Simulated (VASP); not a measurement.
# Ti3H in VASP: a series of runs, part 3 of 3

VASP 6.6.1. Earlier steps stand in the parts before.

## 5. Single point, PBE

INCAR

```
SYSTEM = Ti3H
ALGO = Normal
DIPOL = 0.5 0.5 0.358
EDIFF = 1E-6
ENCUT = 520
GGA = PE
IDIPOL = 3
ISIF = 2
ISMEAR = 0
LASPH = .True.
LCHARG = .True.
LDIPOL = .True.
LELF = .True.
LREAL = .False.
LVACPOTAV = .True.
LVHAR = .True.
LWAVE = .False.
NBANDS = 26
NELM = 100
PREC = Accurate
SIGMA = 0.1
```

KPOINTS

```
k-points
0
Gamma
  10 10 1
  0 0 0
```

POSCAR

```
Ti3H
1.0
    2.8192036097      0.0000000000      0.0000000000
   -0.9397345366      2.6579706533      0.0000000000
    0.0000000000      0.0000000000     19.8263799740
Ti H
3 1
Direct
    0.5000000000      0.5000000000      0.2017514042
    0.0000000000      0.0000000000      0.3111715134
    0.5000000000      0.5000000000      0.4199647129
    0.6666666667      1.3333333333      0.4988820607
```

Potentials or basis: VASP PAW PBE potentials, release 64 (Ti_sv, H).

Started as:

```bash
> cat potpaw_PBE.64/Ti_sv/POTCAR potpaw_PBE.64/H/POTCAR > POTCAR
> mpirun -np 1 vasp_std > vasp.out
```

OUTCAR:

```text
SYSTEM = Ti3H
   EDIFF = 1E-6
   ENCUT = 520
   GGA = PE
   ISIF = 2
   ISMEAR = 0
   LASPH = .True.
   LREAL = .False.
   NELM = 100
   PREC = Accurate

 ion  position               nearest neighbor table
   1  0.500  0.500  0.202-   2 2.71   2 2.71
   2  0.000  0.000  0.311-   3 2.70   3 2.70   1 2.71   1 2.71
   3  0.500  0.500  0.420-   4 1.74   2 2.70   2 2.70
   4  0.667  0.333  0.499-   3 1.74

  LATTYP: Found a base centered orthorhombic cell.
 ALAT       =     3.2553359259
 B/A-ratio  =     1.4142135624
 C/A-ratio  =     6.0904252050

  Lattice vectors:

 A1 = (   2.8192036097,   0.0000000000,   0.0000000000)
 A2 = (  -0.9397345366,   2.6579706533,   0.0000000000)
 A3 = (   0.0000000000,   0.0000000000,  19.8263799740)

Analysis of symmetry for initial positions (statically):
=====================================================================
 Subroutine PRICEL returns:
 Original cell was already a primitive cell.

 Routine SETGRP: Setting up the symmetry group for a
 base centered orthorhombic supercell.

 Subroutine GETGRP returns: Found  2 space group operations
 (whereof  2 operations were pure point group operations)
 out of a pool of  8 trial point group operations.

The static configuration has the point symmetry C_1h.

Analysis of symmetry for dynamics (positions and initial velocities):
=====================================================================
 Subroutine PRICEL returns:
 Original cell was already a primitive cell.

 Routine SETGRP: Setting up the symmetry group for a
 base centered orthorhombic supercell.

 Subroutine GETGRP returns: Found  2 space group operations
 (whereof  2 operations were pure point group operations)
 out of a pool of  8 trial point group operations.

The dynamic configuration has the point symmetry C_1h.

 Subroutine INISYM returns: Found  2 space group operations
 (whereof  2 operations are pure point group operations),
[... 123 lines left out ...]
  Thomas-Fermi vector in A             =   2.164071
   LORBIT       =      0    0 simple, 1 ext, 2 COOP (PROOUT), +10 PAW based schemes
   GGA     = PE    functional components
   LHFCALC =     F    Hartree Fock is set to
   AEXX    =    0.0000 exact exchange contribution
   IVDW    =     0    specifies the selected vdW correction
   LEPSILON=     F    determine dielectric tensor
   LRPA    =     F    only Hartree local field effects (RPA)
 non-spin polarized calculation
 Gauss-broadening in eV      SIGMA  =   0.10
  energy-cutoff  :      520.00
  volume of cell :      148.57
 maximum number of plane-waves:      4027
 NGX is ok and might be reduce to    24
   NGX = 11   NGY = 11   NGZ = 73

 dipolmoment           0.000000      0.000000     -0.156187 electrons x Angstroem

 number of electron      36.9999993 magnetization

 dipolmoment           0.000000      0.000000      0.074431 electrons x Angstroem

 Free energy of the ion-electron system (eV)
  ---------------------------------------------------
  ext. energy  EPLUGINS =         0.00000000
  ---------------------------------------------------
  free energy    TOTEN  =       -24.91400724 eV

  energy without entropy =      -24.87079043  energy(sigma->0) =      -24.89239883

 E-fermi :  -0.4091     XC(G=0):  -5.1321

 val. band max:       -0.4182359232   @ k =   0.0000   0.0000   0.0000
 cond. band min:      -0.4077369728   @ k =  -0.4000   0.3000   0.0000
 fundamental gap:      0.0104989504
 Fermi energy:        -0.4090825905

 k-point     1 :       0.0000    0.0000    0.0000
  band No.  band energies     occupation
      1     -57.0563      2.00000
      2     -57.0403      2.00000
      3     -56.6208      2.00000
      4     -33.5115      2.00000
      5     -33.3493      2.00000
      6     -33.1154      2.00000
[... 685 lines left out ...]
     25       2.4479      0.00000
     26       2.8482      0.00000

 [... further k-points ...]

------------------------ aborting loop because EDIFF is reached ----------------------------------------

  FORCE on cell =-STRESS in cart. coord.  units (eV):
  Direction    XX          YY          ZZ          XY          YZ          ZX
  --------------------------------------------------------------------------------------
  -------------------------------------------------------------------------------------
  Total        0.0773617     -0.0978700      0.5132604     -0.2478150     -1.1771317      1.6647183
  in kB        0.8342890     -1.0554555      5.5351359     -2.6725024    -12.6944991     17.9527621
  external PRESSURE =       1.7713231 kB  Pullay stress =       0.0000000 kB

 VOLUME and BASIS-vectors are now :
 -----------------------------------------------------------------------------
  energy-cutoff  :      520.00
  volume of cell :      148.57
      direct lattice vectors                 reciprocal lattice vectors
     2.819203610  0.000000000  0.000000000     0.354710102  0.125408959  0.000000000
    -0.939734537  2.657970653  0.000000000     0.000000000  0.376226878  0.000000000
     0.000000000  0.000000000 19.826379974     0.000000000  0.000000000  0.050437851

 POSITION                                       TOTAL-FORCE (eV/Angst)
 -----------------------------------------------------------------------------------
      0.93973      1.32899      4.00000        -0.004242      0.002999      0.082807
      0.00000      0.00000      6.16940        -0.035804      0.025317     -0.417366
      0.93973      1.32899      8.32638        -0.963056      0.680984      0.334561
      1.56622      0.88599      9.89103         1.003101     -0.709300     -0.000003
 -----------------------------------------------------------------------------------
    total drift:                                0.000167     -0.000118      0.000271

  FREE ENERGIE OF THE ION-ELECTRON SYSTEM (eV)
  ---------------------------------------------------
  free  energy   TOTEN  =       -24.9140072365 eV

  energy  without entropy=      -24.8707904326  energy(sigma->0) =      -24.89239883

 vacuum level on the upper side and lower side of the slab         5.700         3.900
```

OSZICAR:

```text
N       E                     dE             d eps       ncg     rms          rms(c)
DAV:   1     0.422295349528E+03    0.42230E+03   -0.20208E+04  1788   0.140E+03
DAV:   2     0.259810895022E+02   -0.39631E+03   -0.38997E+03  1744   0.447E+02
DAV:   3    -0.216834350914E+02   -0.47665E+02   -0.46945E+02  3042   0.136E+02
[... 18 lines left out ...]
DAV:  22    -0.249139441661E+02   -0.44846E-04   -0.12048E-05  1826   0.210E-02    0.134E-02
DAV:  23    -0.249139696006E+02   -0.25434E-04   -0.29923E-06  1512   0.108E-02    0.926E-03
DAV:  24    -0.249139945799E+02   -0.24979E-04   -0.57703E-06  1788   0.124E-02    0.346E-03
DAV:  25    -0.249140043545E+02   -0.97746E-05   -0.11184E-06  1124   0.570E-03    0.152E-03
DAV:  26    -0.249140064477E+02   -0.20932E-05   -0.47975E-07  1136   0.362E-03    0.988E-04
DAV:  27    -0.249140072365E+02   -0.78879E-06   -0.15544E-07   960   0.250E-03
   1 F= -.24914007E+02 E0= -.24892399E+02  d E =-.432168E-01
```

stdout:

```text
POSCAR found type information on POSCAR TiH
 POSCAR found :  2 types and       4 ions
 scaLAPACK will be used
 LDA part: xc-table for (Slater+PW92), standard interpolation
 POSCAR, INCAR and KPOINTS ok, starting setup
 FFT: planning ... GRIDC
 FFT: planning ... GRID_SOFT
 FFT: planning ... GRID
 WAVECAR not read
 entering main loop
 -----------------------------------------------------------------------------
|                                                                             |
|           W    W    AA    RRRRR   N    N  II  N    N   GGGG   !!!           |
|           W    W   A  A   R    R  NN   N  II  NN   N  G    G  !!!           |
|           W    W  A    A  R    R  N N  N  II  N N  N  G       !!!           |
|           W WW W  AAAAAA  RRRRR   N  N N  II  N  N N  G  GGG   !            |
|           WW  WW  A    A  R   R   N   NN  II  N   NN  G    G                |
|           W    W  A    A  R    R  N    N  II  N    N   GGGG   !!!           |
|                                                                             |
|     Did not find any points to average over, which means that no vacuum     |
|     field-free region was found. Please increase the size of  your cell     |
|     in the dimension of the dipole correction to obtain accurate            |
|     workfunction values.                                                    |
|                                                                             |
 -----------------------------------------------------------------------------
```

Run time: 2.7 min. Hardware: 1 thread of Intel Xeon 6975P-C (Granite Rapids), shared host; peak memory 0.32 GiB.

What came out:

| Property | Result |
| --- | --- |
| Free energy | -24.9140 eV |
| Largest force | 1.229 eV/Å |
| Band gap on the k mesh | zero (an odd number of electrons rules out a gap without spin polarisation) |

Forces in eV/Å, atoms in the order of the input:
```
Ti  -0.004  0.003  0.083
Ti  -0.036  0.025 -0.417
Ti  -0.963  0.681  0.335
H    1.003 -0.709  0.000
```

## 6. Overview

```csv
cell,gap on the mesh (eV),largest force (eV/Å)
"as given, atomic positions A",none,1.45
"as given, atomic positions B",none,0.59
"as given, atomic positions C",none,1.14
"as given, atomic positions D",none,1.23
```

Alike in all rows: task single point; level PBE; potentials or basis VASP PAW PBE potentials, release 64 (Ti_sv, H); no spin polarisation; k mesh 10 × 10 × 1; cutoff (eV) 520; smearing gaussian 0.1 eV.

Total energies depend on the potentials used, so only differences within one code and one set of settings carry meaning.
